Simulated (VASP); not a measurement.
# Si (I4/mmm) in VASP: further runs, part 2 of 2

VASP 6.6.1.

## 4. Single point, LDA

This run uses another cell than the first one, of the same volume but with other edges.

Input file INCAR:

```
PREC     = Accurate       # precision mode
ENCUT    = 520            # plane-wave cutoff, eV
EDIFF    = 1E-6           # SCF threshold, eV
ISMEAR   = 0              # smearing method
SIGMA    = 0.03           # smearing width, eV
LREAL    = False          # projectors in reciprocal space
LASPH    = True           # aspherical terms in the spheres
NELM     = 100            # most SCF steps
ALGO     = Normal         # electronic algorithm
ISIF     = 2              # what is computed and relaxed
LWAVE    = False          # write WAVECAR
LCHARG   = True           # write CHGCAR
GGA      = CA             # functional
LELF     = True           # ELF
LVHAR    = True         
NBANDS   = 16             # bands
```

Input file KPOINTS:

```
Automatic mesh
0
Gamma
  12 12 12
```

Input file POSCAR:

```
Si
1.0
   -3.5822262691      3.5822262691      1.6566617414
    3.5822262691     -3.5822262691      1.6566617414
    3.5822262691      3.5822262691     -1.6566617414
Si
4
Direct
    0.1788010600      0.1788010600      0.3576021200
    0.8211989400      0.8211989400      0.6423978800
    0.1788010600      0.8211989400      0.0000000000
    0.8211989400      0.1788010600      0.0000000000
```

Potentials or basis: VASP PAW LDA potentials, release 64 (Si).

Command:

```console
> cat potpaw_LDA.64/Si/POTCAR > POTCAR
> mpirun -np 1 vasp_std > vasp.out
```

OUTCAR:

```text
PREC = Accurate
   ENCUT = 520
   EDIFF = 1E-6
   ISMEAR = 0
   LREAL = False
   LASPH = True
   NELM = 100
   ISIF = 2
   GGA = CA

 ion  position               nearest neighbor table
   1  0.179  0.179  0.358-   2 2.20   2 2.20   3 2.56   4 2.56
   2  0.821  0.821  0.642-   1 2.20   1 2.20   4 2.56   3 2.56
   3  0.179  0.821  0.000-   4 2.20   4 2.20   2 2.56   1 2.56
   4  0.821  0.179  0.000-   3 2.20   3 2.20   2 2.56   1 2.56

  LATTYP: Found a body centered tetragonal cell.
[... 654 lines left out ...]
  FORCE on cell =-STRESS in cart. coord.  units (eV):
  Direction    XX          YY          ZZ          XY          YZ          ZX
  --------------------------------------------------------------------------------------
  -------------------------------------------------------------------------------------
  Total       -4.7431814     -4.7431814     13.3370530      0.0000000      0.0000000     -0.0000000
  in kB      -89.3676729    -89.3676729    251.2873335      0.0000000      0.0000000     -0.0000000
  external PRESSURE =      24.1839959 kB  Pullay stress =       0.0000000 kB

 VOLUME and BASIS-vectors are now :
 -----------------------------------------------------------------------------
  energy-cutoff  :      520.00
  volume of cell :       85.04
      direct lattice vectors                 reciprocal lattice vectors
    -3.582226269  3.582226269  1.656661741     0.000000000  0.139578006  0.301811762
     3.582226269 -3.582226269  1.656661741     0.139578006  0.000000000  0.301811762
     3.582226269  3.582226269 -1.656661741     0.139578006  0.139578006  0.000000000

 POSITION                                       TOTAL-FORCE (eV/Angst)
 -----------------------------------------------------------------------------------
      1.28101      1.28101     -0.00000        -1.669842     -1.669842      0.000000
      2.30121      2.30121      1.65666         1.669842      1.669842     -0.000000
      2.30121     -2.30121      1.65666         1.669842     -1.669842     -0.000000
     -2.30121      2.30121      1.65666        -1.669842      1.669842     -0.000000
 -----------------------------------------------------------------------------------
    total drift:                               -0.000000     -0.000000      0.000000

  FREE ENERGIE OF THE ION-ELECTRON SYSTEM (eV)
  ---------------------------------------------------
  free  energy   TOTEN  =       -21.8857523662 eV

  energy  without entropy=      -21.8852735614  energy(sigma->0) =      -21.88551296
```

Run time: 89 s. Hardware: 1 thread of Intel Xeon 6975P-C (Granite Rapids), shared host; peak memory 0.29 GiB.

What came out:

```yaml
Free_energy: -21.8858 eV
Pressure: 2.4 GPa
Largest_force: 2.362 eV/Å
Band_gap_on_the_k_mesh: zero (bands 8 and 9 overlap by 1.25 eV)
```

Forces in eV/Å, atoms in the order of the input:
```
Si  -1.670 -1.670  0.000
Si   1.670  1.670  0.000
Si   1.670 -1.670  0.000
Si  -1.670  1.670  0.000
```

Stress tensor (GPa, compression positive):
```
-8.94  0.00  0.00
 0.00 -8.94  0.00
 0.00  0.00 25.13
```

Caveat: the stress differs along the axes, from -9 to 25 GPa; forces of over 1 eV/Å act on the atoms, so gaps and moduli don't describe the material at rest.

## 5. Single point, LDA

This run uses another cell than the first one, of the same volume but with other edges.

Input file INCAR:

```
SYSTEM = Si
PREC = Accurate
ENCUT = 520
EDIFF = 1E-6
ISMEAR = 0
SIGMA = 0.03
LREAL = .FALSE.
LASPH = .TRUE.
NELM = 80
ALGO = Normal
ISIF = 2
LWAVE = .FALSE.
LCHARG = .FALSE.
NBANDS = 16
```

Input file KPOINTS:

```
Automatic mesh
0
G
  12 12 12
  0 0 0
```

Input file POSCAR:

```
Si
1.0
   -3.0469726728      3.0469726728      2.2898274277
    3.0469726728     -3.0469726728      2.2898274277
    3.0469726728      3.0469726728     -2.2898274277
Si
4
Direct
    0.1788010600      0.1788010600      0.3576021200
    0.8211989400      0.8211989400      0.6423978800
    0.1788010600      0.8211989400      0.0000000000
    0.8211989400      0.1788010600      0.0000000000
```

Command:

```console
> cat potpaw_LDA.64/Si/POTCAR > POTCAR
> mpirun -np 1 vasp_std > vasp.out
```

It took 62 s on 1 thread of Intel Xeon 6975P-C (Granite Rapids), shared host; peak memory 0.27 GiB.

It converged, with:

```yaml
Free_energy: -21.5234 eV
Pressure: 3.2 GPa
Largest_force: 3.442 eV/Å
Band_gap_on_the_k_mesh: zero (bands 8 and 9 overlap by 0.73 eV)
```

Forces on the atoms (eV/Å):
```
Si   2.434  2.434  0.000
Si  -2.434 -2.434  0.000
Si  -2.434  2.434  0.000
Si   2.434 -2.434  0.000
```

Stress tensor (GPa, compression positive):
```
 15.31   0.00   0.00
  0.00  15.31   0.00
  0.00   0.00 -20.92
```

Levels at points of the mesh, in eV from the Fermi level:
| k point | band 5 | band 6 | band 7 | band 8 | band 9 | band 10 | band 11 | band 12 |
| --- | --- | --- | --- | --- | --- | --- | --- | --- |
| (0.00, 0.00, 0.00) | -3.88 | -1.76 | -1.76 | -1.24 | -0.13 | 0.73 | 0.73 | 3.66 |
| (0.50, 0.00, 0.00) | -4.03 | -3.25 | -2.27 | -0.04 | 1.52 | 3.37 | 3.65 | 3.80 |
| (0.50, 0.50, 0.00) | -2.87 | -2.24 | -2.12 | -0.25 | 0.15 | 0.97 | 2.28 | 4.22 |
| (0.50, 0.50, 0.50) | -4.15 | -1.62 | 0.40 | 0.40 | 0.40 | 1.74 | 3.77 | 3.77 |

Caveat: the stress differs along the axes, from -21 to 15 GPa; semilocal functionals underestimate gaps, and a narrow one can read as zero; forces of over 1 eV/Å act on the atoms, so gaps and moduli don't describe the material at rest.

## 6. Single point, LDA

This run uses another cell than the first one, of the same volume but with other edges.

Input file INCAR:

```
SYSTEM = Si
ALGO = Normal ; EDIFF = 1E-6
ENCUT = 520 ; GGA = CA
ISIF = 2 ; ISMEAR = 0
LASPH = .TRUE. ; LCHARG = .TRUE.
LELF = .TRUE. ; LREAL = .FALSE.
LVHAR = .TRUE. ; LWAVE = .FALSE.
NBANDS = 16 ; NELM = 60
PREC = Accurate ; SIGMA = 0.03
```

Input file KPOINTS:

```
k-points
0
G
  12 12 12
  0 0 0
```

Input file POSCAR:

```
Si
1.0
   -3.3710039828      3.3710039828      1.8707740636
    3.3710039828     -3.3710039828      1.8707740636
    3.3710039828      3.3710039828     -1.8707740636
Si
4
Direct
    0.1788010600      0.1788010600      0.3576021200
    0.8211989400      0.8211989400      0.6423978800
    0.1788010600      0.8211989400      0.0000000000
    0.8211989400      0.1788010600      0.0000000000
```

Potentials or basis: VASP PAW LDA potentials, release 64 (Si).

Command:

```console
> cat potpaw_LDA.64/Si/POTCAR > POTCAR
> mpirun -np 1 vasp_std > vasp.out
```

Run time: 77 s. Hardware: 1 thread of Intel Xeon 6975P-C (Granite Rapids), shared host; peak memory 0.29 GiB.

It converged, with:

```
Free energy            : -23.3240 eV
Pressure               : -1.5 GPa
Largest force          : 0.438 eV/Å
Band gap on the k mesh : 0.11 eV (least direct gap 0.79 eV)
```

Forces on the atoms (eV/Å):
```
Si  -0.309 -0.309  0.000
Si   0.309  0.309  0.000
Si   0.309 -0.309  0.000
Si  -0.309  0.309  0.000
```

Stress tensor (GPa, compression positive):
```
-3.86  0.00  0.00
 0.00 -3.86  0.00
 0.00  0.00  3.08
```

Levels at points of the mesh, in eV from the valence-band top:
```
           k point  band 5  band 6  band 7  band 8  band 9  band 10  band 11  band 12
(0.00, 0.00, 0.00)   -3.68   -1.20   -1.20   -0.41    1.41     1.41     1.83     2.53
(0.50, 0.00, 0.00)   -4.28   -3.43   -2.24   -1.47    0.78     2.20     2.92     3.47
(0.50, 0.50, 0.00)   -2.83   -2.02   -1.65   -1.31    1.87     1.96     2.23     3.79
(0.50, 0.50, 0.50)   -2.53   -0.05    0.00    0.00    0.79     3.04     3.12     4.00
```

Caveat: the stress differs along the axes, from -4 to 3 GPa. A k mesh can miss the band edges.

## 7. The runs side by side

| cell | gap on the mesh (eV) | pressure (GPa) | largest force (eV/Å) |
| --- | --- | --- | --- |
| a = 4.995 Å, angles 99.7, 99.7, 131.6°, 4 atoms | none | -1.3 | 1.10 |
| a = 5.035 Å, angles 98.9, 98.9, 133.5°, 4 atoms | none | -1.8 | 0.52 |
| a = 5.330 Å, angles 95.5, 95.5, 143.8°, 4 atoms | none | 2.4 | 2.36 |
| a = 4.880 Å, angles 102.7, 102.7, 124.0°, 4 atoms | none | 3.2 | 3.44 |
| a = 5.121 Å, angles 97.7, 97.7, 137.1°, 4 atoms | 0.11 | -1.5 | 0.44 |

Alike in all rows: task single point; level LDA; potentials or basis VASP PAW LDA potentials, release 64 (Si); no spin polarisation; k mesh 12 × 12 × 12; cutoff (eV) 520; smearing gaussian 0.03 eV.

Caveats: semilocal functionals underestimate gaps, and a narrow one can read as zero (at least some runs); forces of over 1 eV/Å act on the atoms, so gaps and moduli don't describe the material at rest (at least some runs); the stress differs along the axes, from -12 to 4 GPa (at least some runs); the stress differs along the axes, from -7 to 1 GPa (at least some runs); the stress differs along the axes, from -9 to 25 GPa (at least some runs); the stress differs along the axes, from -21 to 15 GPa (at least some runs); the stress differs along the axes, from -4 to 3 GPa (at least some runs).

Total energies depend on the potentials used, so only differences within one code and one set of settings carry meaning.
